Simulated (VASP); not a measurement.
Al: single point with PBE

Crystal: Al.

```xyz
1
Lattice="-1.5912 1.5912 1.5912 1.5912 -1.5912 1.5912 1.5912 1.5912 -1.5912" Properties=species:S:1:pos:R:3 pbc="T T T"
Al    0.0000    0.0000    0.0000
```

- Program: VASP 6.6.1
- Task: single point
- Functional: PBE
- Potentials or basis: VASP PAW PBE potentials, release 64 (Al)
- Cutoff: 520 eV
- k mesh: 12 × 12 × 12
- Occupations: gaussian, width 0.016 eV
- Spin: no spin polarisation

The pressure is 3.9 GPa.

Levels at points of the mesh, in eV from the Fermi level:
```csv
k point,band 1,band 2,band 3,band 4,band 5,band 6
"(0.00, 0.00, 0.00)",-11.29,13.42,13.42,13.42,15.06,15.06
"(0.50, 0.00, 0.00)",-4.40,-3.88,8.33,8.35,10.15,11.63
"(0.50, 0.50, 0.50)",1.91,1.91,1.91,2.96,2.96,5.88
```

It took 3.9 s on 1 thread of Intel(R) Xeon(R) Platinum 8488C (Sapphire Rapids), on a shared host, peak memory 0.12 GiB.
